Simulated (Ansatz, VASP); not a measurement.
## Two plane-wave programs on MgO

```
Mg O
1.0
     3.28822   -0.00822    0.00000
    -1.65123    2.85179    0.00000
     0.00000    0.00000    5.03437
Mg O
2 2
Direct
  0.33377 0.66667 0.99013
  0.66623 0.33333 0.49013
  0.33422 0.66667 0.38487
  0.66578 0.33333 0.88487
```

Change from the starting cell: shear_xy strain -0.5%.

Alike in both runs: task single point; functional PBE; k mesh 12 × 12 × 6; occupations fermi-dirac, width 0.02 eV; no spin polarisation.

```csv
,VASP,Ansatz
version,VASP 6.6.1,Ansatz 0.2.0
potentials or method,"VASP PAW PBE potentials, release 64 (Mg, O)","plane waves, PAW"
plane-wave cutoff (eV),520,420
valence electrons in the cell,16,32
```

|  | VASP | Ansatz | Ansatz less VASP |
| --- | --- | --- | --- |
| gap on the k mesh at the Fermi level (eV) | 3.54 | 3.56 | +0.017 |
| pressure (GPa) | 3.5 | 3.9 | +0.38 |
| traceless stress, the component that is largest in VASP (GPa) | 0.23 | 0.22 | -0.003 |
| rms of the force components (eV/Å) | 0.007 | 0.008 | +0.0005 |

Atom by atom the forces differ by 0.001 eV/Å (rms over components). With one functional, cell and mesh, what is left measures potentials, basis and numerics. VASP's potentials hold 16 valence electrons a cell and Ansatz's 32, so a difference there can come from the potentials and not from the codes.
